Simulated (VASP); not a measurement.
Here is a VASP 6.6.1 calculation.

Contents of POSCAR:

```
MoSe
1.0
    0.0000000000      2.8928795100      2.8928795100
    2.8928795100      0.0000000000      2.8928795100
    2.8928795100      2.8928795100      0.0000000000
Mo Se
1 1
Direct
    0.0000000000      0.0000000000      0.0000000000
    0.5000000000      0.5000000000      0.5000000000
```

Contents of INCAR.step1:

```
PREC     = Accurate       # precision mode
ENCUT    = 520            # plane-wave cutoff, eV
EDIFF    = 1E-5           # SCF threshold, eV
ISMEAR   = -1             # smearing method
SIGMA    = 0.05           # smearing width, eV
LREAL    = F              # projectors in reciprocal space
LASPH    = T              # aspherical terms in the spheres
NELM     = 60             # most SCF steps
ALGO     = Normal         # electronic algorithm
ISIF     = 2              # what is computed and relaxed
LWAVE    = T              # write WAVECAR
NBANDS   = 17             # bands
GGA      = PE             # functional
```

INCAR.step2

```
PREC     = Accurate       # precision mode
ENCUT    = 520            # plane-wave cutoff, eV
EDIFF    = 1E-6           # SCF threshold, eV
ISMEAR   = -1             # smearing method
SIGMA    = 0.05           # smearing width, eV
LREAL    = F              # projectors in reciprocal space
LASPH    = T              # aspherical terms in the spheres
NELM     = 60             # most SCF steps
ALGO     = Normal         # electronic algorithm
ISIF     = 2              # what is computed and relaxed
LWAVE    = F              # write WAVECAR
LCHARG   = T              # write CHGCAR
GGA      = PE             # functional
LHFCALC  = T              # exact exchange
AEXX     = 0.4            # exact-exchange fraction
HFSCREEN = 0.2            # screening, 1/A
PRECFOCK = Normal       
LELF     = T              # ELF
LVHAR    = T            
NBANDS   = 17             # bands
ISTART   = 1
```

KPOINTS

```
Automatic mesh
0
Gamma
  4 4 4
```

Potentials or basis: VASP PAW PBE potentials, release 64 (Mo_sv, Se).

Launch:

```sh
$ cat potpaw_PBE.64/Mo_sv/POTCAR potpaw_PBE.64/Se/POTCAR > POTCAR
$ cp INCAR.step1 INCAR
$ mpirun -np 1 vasp_std > vasp.out
$ cp INCAR.step2 INCAR
$ mpirun -np 1 vasp_std > vasp.out
```

Problem. Estimate the band gap on the k mesh.

Solution. Zero (bands 10 and 11 overlap by 0.09 eV).

Problem. What does it give for the pressure?

Solution. -18.7 GPa.

Caveat: the k points lie up to 0.47 Å⁻¹ apart; the PAW data sets were made with another functional, which shifts forces and pressure a little.
